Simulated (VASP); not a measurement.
# Be (P6_3/mmc) in VASP: notebook

The runs below take Be through single point, relaxation of shape and atoms at fixed volume, with PBEsol.

All numbers are computed with VASP 6.6.1; they aren't measurements. Logs are shortened: lines on timing, memory, paths and dates and some standing lists are left out, and cuts for length are marked.

## Step 1: The cell of the first run

The structure is hexagonal, space group P6_3/mmc (No. 194). The conventional cell has a = 2.304 Å, b = 2.304 Å, c = 3.615 Å, α = 90.00°, β = 90.00°, γ = 120.00°. Be (site symmetry -6m2) has 12 Be at 2.24 to 2.30 Å within 3.0 Å.

## Step 2: Single point, PBEsol (8.31 Å³/atom)

Input file INCAR:

```
ALGO     = Fast           # electronic algorithm
EDIFF    = 1E-6           # SCF threshold, eV
ENCUT    = 520            # plane-wave cutoff, eV
GGA      = PS             # functional
ISIF     = 2              # what is computed and relaxed
ISMEAR   = 0              # smearing method
LASPH    = True           # aspherical terms in the spheres
LCHARG   = False          # write CHGCAR
LREAL    = False          # projectors in reciprocal space
LWAVE    = False          # write WAVECAR
NBANDS   = 9              # bands
NELM     = 60             # most SCF steps
PREC     = Accurate       # precision mode
SIGMA    = 0.1            # smearing width, eV
```

Input file KPOINTS:

```
k-points
0
Gamma
  24 24 12
```

Input file POSCAR:

```
Be
1.0
    2.3038808165      0.0000000000      0.0000000000
   -1.1519404083      1.9952193144      0.0000000000
    0.0000000000      0.0000000000      3.6152247067
Be
2
Direct
    0.3333333333      0.6666666667      0.2500000000
    0.6666666667      0.3333333333      0.7500000000
```

Potentials or basis: VASP PAW PBE potentials, release 64 (Be).

Launch:

```sh
> cat potpaw_PBE.64/Be/POTCAR > POTCAR
> mpirun -np 1 vasp_std > vasp.out
```

OUTCAR:

```text
EDIFF = 1E-6
   ENCUT = 520
   GGA = PS
   ISIF = 2
   ISMEAR = 0
   LASPH = True
   LREAL = False
   NELM = 60
   PREC = Accurate

 ion  position               nearest neighbor table
   1  0.333  0.667  0.250-   2 2.24   2 2.24   2 2.24   2 2.24   2 2.24   2 2.24
   2  0.667  0.333  0.750-   1 2.24   1 2.24   1 2.24   1 2.24   1 2.24   1 2.24

  LATTYP: Found a hexagonal cell.
 ALAT       =     2.3038808165
 C/A-ratio  =     1.5691891181

  Lattice vectors:

 A1 = (   2.3038808165,   0.0000000000,   0.0000000000)
 A2 = (  -1.1519404083,   1.9952193144,   0.0000000000)
 A3 = (   0.0000000000,   0.0000000000,   3.6152247067)

Analysis of symmetry for initial positions (statically):
=====================================================================
 Subroutine PRICEL returns:
 Original cell was already a primitive cell.

 Routine SETGRP: Setting up the symmetry group for a
 hexagonal supercell.

 Subroutine GETGRP returns: Found 24 space group operations
 (whereof 12 operations were pure point group operations)
 out of a pool of 24 trial point group operations.

The static configuration has the point symmetry D_3d.
 The point group associated with its full space group is D_6h.

Analysis of symmetry for dynamics (positions and initial velocities):
=====================================================================
 Subroutine PRICEL returns:
 Original cell was already a primitive cell.

 Routine SETGRP: Setting up the symmetry group for a
 hexagonal supercell.

 Subroutine GETGRP returns: Found 24 space group operations
 (whereof 12 operations were pure point group operations)
 out of a pool of 24 trial point group operations.

The dynamic configuration has the point symmetry D_3d.
 The point group associated with its full space group is D_6h.

 Subroutine INISYM returns: Found 24 space group operations
 (whereof 12 operations are pure point group operations),
 and found     1 'primitive' translations

----------------------------------------------------------------------------------------

                                     Primitive cell

  volume of cell :      16.6183

  direct lattice vectors                    reciprocal lattice vectors
     2.303880816  0.000000000  0.000000000     0.434050231  0.250599018  0.000000000
    -1.151940408  1.995219314  0.000000000     0.000000000  0.501198035  0.000000000
     0.000000000  0.000000000  3.615224707     0.000000000  0.000000000  0.276607979

  length of vectors
     2.303880816  2.303880817  3.615224707     0.501198035  0.501198035  0.276607979

  position of ions in fractional coordinates (direct lattice)
     0.333333333  0.666666667  0.250000000
     0.666666667  0.333333333  0.750000000

  ion indices of the primitive-cell ions
   primitive index   ion index
                 1           1
                 2           2

----------------------------------------------------------------------------------------

 KPOINTS: k-points

Automatic generation of k-mesh.
 Grid dimensions read from file:
 generate k-points for:   24   24   12

 Generating k-lattice:

  Cartesian coordinates                     Fractional coordinates (reciprocal lattice)
     0.018085426  0.010441626  0.000000000     0.041666667  0.000000000  0.000000000
     0.000000000  0.020883251  0.000000000     0.000000000  0.041666667  0.000000000
     0.000000000  0.000000000  0.023050665     0.000000000  0.000000000  0.083333333

  Length of vectors
     0.020883251  0.020883251  0.023050665

  Shift w.r.t. Gamma in fractional coordinates (k-lattice)
     0.000000000  0.000000000  0.000000000

 Subroutine IBZKPT returns following result:
 ===========================================

 Found    427 irreducible k-points:

 Following reciprocal coordinates:
            Coordinates               Weight
  0.000000  0.000000  0.000000      1.000000
  0.041667  0.000000  0.000000      6.000000
  0.083333  0.000000  0.000000      6.000000
  0.125000  0.000000  0.000000      6.000000
  0.166667 -0.000000  0.000000      6.000000
  0.208333  0.000000  0.000000      6.000000
[... 16 lines left out ...]
  0.416667  0.041667  0.000000     12.000000
  0.458333  0.041667  0.000000     12.000000
 [... further k-points ...]
   k-points           NKPTS =    427   k-points in BZ     NKDIM =    427   number of bands    NBANDS=      9
   number of dos      NEDOS =    301   number of ions     NIONS =      2
   total plane-waves  NPLWV =   9072
   dimension x,y,z NGX =    18 NGY =   18 NGZ =   28
   dimension x,y,z NGXF=    36 NGYF=   36 NGZF=   56
   ions per type =               2
   NGX,Y,Z   is equivalent  to a cutoff of  12.99, 12.99, 12.88 a.u.
   NGXF,Y,Z  is equivalent  to a cutoff of  25.98, 25.98, 25.75 a.u.
 SYSTEM =  unknown system
   PREC   = accura    normal or accurate (medium, high low for compatibility)
   ISTART =      0    job   : 0-new  1-cont  2-samecut
   ICHARG =      2    charge: 1-file 2-atom 10-const
   ISPIN  =      1    spin polarized calculation?
   LNONCOLLINEAR =      F non collinear calculations
   LSORBIT =      F    spin-orbit coupling
   LASPH  =      T    aspherical Exc in radial PAW
   ENCUT  =  520.0 eV  38.22 Ry    6.18 a.u.   4.28  4.28  6.72*2*pi/ulx,y,z
   NELM   =     60;   NELMIN=  2; NELMDL= -5     # of ELM steps
   EDIFF  = 0.1E-05   stopping-criterion for ELM
   LREAL  =      F    real-space projection
   EDIFFG = 0.1E-04   stopping-criterion for IOM
   NSW    =      0    number of steps for IOM
   IBRION =     -1    ionic relax: 0-MD 1-quasi-New 2-CG
   NFREE  =      0    steps in history (QN), initial steepest desc. (CG)
   ISIF   =      2    stress and relaxation
   ISYM   =      2    0-nonsym 1-usesym 2-fastsym
   POTIM  = 0.5000    time-step for ionic-motion
   TEBEG  =    0.0;   TEEND  =   0.0 temperature during run
   PSTRESS=    0.0 pullay stress
   NELECT =       4.0000    total number of electrons
   NUPDOWN=      -1.0000    fix difference up-down
   EMIN   =  10.00;   EMAX   =-10.00  energy-range for DOS
   EFERMI =   0.00;   METHOD = LEGACY
   ISMEAR =     0;   SIGMA  =   0.10  broadening in eV -4-tet -1-fermi 0-gaus
   EFERMI_NEDOS =   21; number of points for ismear=-14 and -15
   IALGO  =     68    algorithm
   IMIX   =      4    mixing-type and parameters
     AMIX     =   0.40;   BMIX     =  1.00
     AMIX_MAG =   1.60;   BMIX_MAG =  1.00
  volume/ion in A,a.u.               =       8.31        56.07
  Fermi-wavevector in a.u.,A,eV,Ry     =   1.018356  1.924413 14.109900  1.037048
  Thomas-Fermi vector in A             =   2.151809
   LORBIT       =      0    0 simple, 1 ext, 2 COOP (PROOUT), +10 PAW based schemes
   GGA     = PS    functional components
   LHFCALC =     F    Hartree Fock is set to
   AEXX    =    0.0000 exact exchange contribution
   IVDW    =     0    specifies the selected vdW correction
   LEPSILON=     F    determine dielectric tensor
   LRPA    =     F    only Hartree local field effects (RPA)
 non-spin polarized calculation
 RMM-DIIS sequential band-by-band and
 Gauss-broadening in eV      SIGMA  =   0.10
  energy-cutoff  :      520.00
  volume of cell :       16.62
 maximum number of plane-waves:       470
 NGX is ok and might be reduce to    18
   NGX =  9   NGY =  9   NGZ = 13

 number of electron       4.0000000 magnetization

 Free energy of the ion-electron system (eV)
  ---------------------------------------------------
  ext. energy  EPLUGINS =         0.00000000
  ---------------------------------------------------
  free energy    TOTEN  =        -7.97681471 eV

  energy without entropy =       -7.97577621  energy(sigma->0) =       -7.97629546

 E-fermi :   6.5681     XC(G=0): -10.4461

 val. band max:        6.5393618147   @ k =   0.2917   0.2917   0.0000
 cond. band min:       6.5995800713   @ k =   0.2917   0.2500   0.0000
 fundamental gap:      0.0602182565
 Fermi energy:         6.5681483461

 k-point     1 :       0.0000    0.0000    0.0000
  band No.  band energies     occupation
      1      -4.4561      2.00000
      2       2.3640      2.00000
      3       7.6359      0.00000
      4      21.9316      0.00000
      5      21.9316      0.00000
      6      24.6970      0.00000
      7      24.6970      0.00000
      8      26.7949      0.00000
      9      32.8573      0.00000

 k-point     2 :       0.0417    0.0000    0.0000
  band No.  band energies     occupation
      1      -4.4074      2.00000
      2       2.4271      2.00000
      3       7.6521      0.00000
      4      21.5210      0.00000
      5      21.6141      0.00000
      6      24.7018      0.00000
      7      24.8754      0.00000
      8      26.7038      0.00000
      9      31.8871      0.00000

 k-point     3 :       0.0833    0.0000    0.0000
  band No.  band energies     occupation
      1      -4.2610      2.00000
      2       2.6163      2.00000
      3       7.6989      0.00000
      4      20.4409      0.00000
      5      20.8940      0.00000
      6      24.6833      0.00000
      7      25.1596      0.00000
      8      26.4057      0.00000
      9      30.4149      0.00000

 k-point     4 :       0.1250    0.0000    0.0000
  band No.  band energies     occupation
      1      -4.0170      2.00000
      2       2.9312      2.00000
      3       7.7701      0.00000
      4      18.9747      0.00000
      5      20.0476      0.00000
      6      24.5894      0.00000
      7      25.2630      0.00000
      8      25.8302      0.00000
      9      28.8121      0.00000
[... 205 lines left out ...]
 k-point    22 :       0.3750    0.0417    0.0000
  band No.  band energies     occupation
      1      -0.0549      2.00000
      2       5.7130      2.00000
      3       7.9600      0.00000
      4      12.4490      0.00000
      5      15.4536      0.00000
      6      15.8603      0.00000
      7      18.3649      0.00000
      8      23.1059      0.00000
      9      25.6862      0.00000

 k-point    23 :       0.4167    0.0417    0.0000
  band No.  band energies     occupation
      1       0.8448      2.00000
      2       4.6366      2.00000
      3       9.0682      0.00000
      4      12.7339      0.00000
      5      14.3228      0.00000
      6      15.0241      0.00000
      7      17.6053      0.00000
      8      22.9245      0.00000
      9      25.6720      0.00000

 k-point    24 :       0.4583    0.0417    0.0000
  band No.  band energies     occupation
      1       1.6446      2.00000
      2       3.7278      2.00000
      3      10.0031      0.00000
      4      13.0320      0.00000
      5      13.1701      0.00000
      6      14.6918      0.00000
      7      17.2041      0.00000
      8      22.8321      0.00000
      9      25.6672      0.00000

 [... further k-points ...]

------------------------ aborting loop because EDIFF is reached ----------------------------------------

  FORCE on cell =-STRESS in cart. coord.  units (eV):
  Direction    XX          YY          ZZ          XY          YZ          ZX
  --------------------------------------------------------------------------------------
  -------------------------------------------------------------------------------------
  Total       -0.6467225     -0.6467225     -0.6437664      0.0000000      0.0000000      0.0000000
  in kB      -62.3508876    -62.3508876    -62.0658881      0.0000000      0.0000000      0.0000000
  external PRESSURE =     -62.2558878 kB  Pullay stress =       0.0000000 kB

 VOLUME and BASIS-vectors are now :
 -----------------------------------------------------------------------------
  energy-cutoff  :      520.00
  volume of cell :       16.62
      direct lattice vectors                 reciprocal lattice vectors
     2.303880816  0.000000000  0.000000000     0.434050231  0.250599018  0.000000000
    -1.151940408  1.995219314  0.000000000     0.000000000  0.501198035  0.000000000
     0.000000000  0.000000000  3.615224707     0.000000000  0.000000000  0.276607979

 POSITION                                       TOTAL-FORCE (eV/Angst)
 -----------------------------------------------------------------------------------
     -0.00000      1.33015      0.90381         0.000000      0.000000      0.000000
      1.15194      0.66507      2.71142         0.000000      0.000000      0.000000
 -----------------------------------------------------------------------------------
    total drift:                                0.000000     -0.000000      0.000000

  FREE ENERGIE OF THE ION-ELECTRON SYSTEM (eV)
  ---------------------------------------------------
  free  energy   TOTEN  =        -7.9768147115 eV

  energy  without entropy=       -7.9757762147  energy(sigma->0) =       -7.97629546
```

It took 19 s on 1 thread of Intel Xeon 6975P-C (Granite Rapids), shared host; peak memory 0.16 GiB.

What came out:

```
Free energy            : -7.9768 eV
Pressure               : -6.2 GPa
Band gap on the k mesh : zero (bands 2 and 3 overlap by 2.03 eV)
```

Caveat: the cell stands under tension; the PAW data sets were made with another functional, which shifts forces and pressure a little.

## Step 3: Relaxation of shape and atoms at fixed volume, PBEsol (7.37 Å³/atom)

This run uses another cell than the first one, of 7.37 Å³/atom.

Input file INCAR:

```
PREC = Accurate
ENCUT = 600
EDIFF = 1E-6
ISMEAR = 0
SIGMA = 0.1
LREAL = False
LASPH = True
NELM = 60
ALGO = Fast
ISIF = 4
LWAVE = False
LCHARG = False
GGA = PS
IBRION = 2
NSW = 50
EDIFFG = -0.01
```

Input file KPOINTS:

```
regular mesh
0
Gamma
  24 24 12
```

Input file POSCAR:

```
Be
1.0
    2.2102516559      0.0000000000      0.0000000000
   -1.1051258280      1.9141340828      0.0000000000
    0.0000000000      0.0000000000      3.4833238439
Be
2
Direct
    0.3333333333      0.6666666667      0.2500000000
    0.6666666667      0.3333333333      0.7500000000
```

Potentials or basis: VASP PAW PBE potentials, release 64 (Be).

Launch:

```sh
> cat potpaw_PBE.64/Be/POTCAR > POTCAR
> mpirun -np 1 vasp_std > vasp.out
```

It took 16 s on 1 thread of Intel Xeon 6975P-C (Granite Rapids), shared host; peak memory 0.15 GiB.

It converged, with:

| Item | Value |
| --- | --- |
| Free energy | -7.9687 eV |
| Energy gained by relaxing | 0.0 meV/atom |
| Ionic steps | 2 |
| Pressure after relaxing | 8.9 GPa |
| Band gap on the k mesh | zero (bands 2 and 3 overlap by 2.15 eV) |

Stress tensor (GPa, compression positive):
```
8.87 0.00 0.00
0.00 8.87 0.00
0.00 0.00 8.97
```

Final structure:
```yaml
crystal:
  lattice:
    - [2.20900, 0.00000, 0.00000]
    - [-1.10450, 1.91305, 0.00000]
    - [0.00000, 0.00000, 3.48726]
  atoms:
    - { symbol: Be, position: [0.33333, 0.66667, 0.25000] }
    - { symbol: Be, position: [0.66667, 0.33333, 0.75000] }
```

Levels at points of the mesh, in eV from the Fermi level:
| k point | band 1 | band 2 | band 3 | band 4 | band 5 | band 6 |
| --- | --- | --- | --- | --- | --- | --- |
| (0.00, 0.00, 0.00) | -11.69 | -4.70 | 1.38 | 17.00 | 17.00 | 19.97 |
| (0.50, 0.00, 0.00) | -5.24 | -3.14 | 3.83 | 6.77 | 7.25 | 9.99 |
| (0.00, 0.00, 0.50) | -9.48 | -9.48 | 11.27 | 11.27 | 18.74 | 18.74 |
| (0.50, 0.00, 0.50) | -3.81 | -3.81 | 1.86 | 1.86 | 12.73 | 12.73 |

Caveat: the PAW data sets were made with another functional, which shifts forces and pressure a little.
